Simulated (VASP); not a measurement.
Input of a VASP 6.6.1 run:

The input INCAR:

```
PREC = Accurate
ENCUT = 520
EDIFF = 1E-6
ISMEAR = 0
SIGMA = 0.05
LREAL = False
LASPH = True
NELM = 100
ALGO = Normal
ISIF = 2
LWAVE = False
LCHARG = True
GGA = PE
LELF = True
LVHAR = True
NBANDS = 12
```

The input KPOINTS:

```
regular mesh
0
Gamma
  8 8 8
```

POSCAR

```
LiCl
1.0
    0.0000000000      2.5647600000      2.7699408000
    2.5647600000      0.0000000000      2.7699408000
    2.5647600000      2.5647600000      0.0000000000
Li Cl
1 1
Direct
    0.0000000000      0.0000000000      0.0000000000
    0.5000000000      0.5000000000      0.5000000000
```

Potentials or basis: VASP PAW PBE potentials, release 64 (Li_sv, Cl).

Command:

```bash
$ cat potpaw_PBE.64/Li_sv/POTCAR potpaw_PBE.64/Cl/POTCAR > POTCAR
$ mpirun -np 1 vasp_std > vasp.out
```

Question: Estimate the band gap on the k mesh.

Answer: 5.84 eV, direct.

Caveat: the cell differs from its parent crystal (strain +0.000 along x and y, +0.080 along z). A k mesh can miss the band edges.
